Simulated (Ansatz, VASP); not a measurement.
**Pd: VASP beside Ansatz**

```
Pd
1.0
    -1.53479    1.53479    1.53479
     1.53479   -1.53479    1.53479
     1.53479    1.53479   -1.53479
Pd
1
Direct
  0.00000 0.00000 0.00000
```

Alike in both runs: task single point; functional r2SCAN; k mesh 16 × 16 × 16; occupations fermi-dirac, width 0.1 eV; no spin polarisation.

|  | VASP | Ansatz |
| --- | --- | --- |
| version | VASP 6.6.1 | Ansatz 0.2.0 |
| potentials or method | VASP PAW PBE potentials, release 64 (Pd), cutoff 520 eV | plane waves (500 eV) with PAW, scalar-relativistic |
| valence electrons in the cell | 10 | 18 |

Ansatz gave:

| Property | Result |
| --- | --- |
| pressure (GPa) | 8.1 |

Question: What did VASP give for the same quantities?

Answer: Pressure (GPa): 9.0.

VASP's potentials were made for PBE, not for r2SCAN. With one functional, cell and mesh, what is left measures potentials, basis and numerics. VASP's potentials hold 10 valence electrons a cell and Ansatz's 18, so a difference there can come from the potentials and not from the codes.
